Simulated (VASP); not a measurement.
Gd:

```
CELL_PARAMETERS angstrom
3.63600 0.00000 0.00000
-1.81800 3.14887 0.00000
0.00000 0.00000 5.78260
ATOMIC_POSITIONS crystal
Gd 0.66667 0.33333 0.75000
Gd 0.33333 0.66667 0.25000
```

Base run:

| Property | Result |
| --- | --- |
| Program | VASP 6.6.1 |
| Functional | PBE |
| Potentials or basis | VASP PAW PBE potentials, release 64 (Gd) |
| Cutoff | 520 eV |
| k mesh | 8 × 8 × 5 |
| Occupations | gaussian, width 0.017 eV |
| Spin | collinear spin, ferromagnetic start |
| Starting moments | [7.0, 7.0] μB |

Its results: pressure 0.5 GPa; net moment 15.19 μB per cell; site moments Gd +6.98 μB.

Problem. The run is repeated on the same cell with these changes: occupations from gaussian, width 0.017 eV to gaussian, width 0.021 eV. What comes out?

Solution. Pressure 0.1 GPa; net moment 15.19 μB per cell; site moments Gd +6.98 μB.
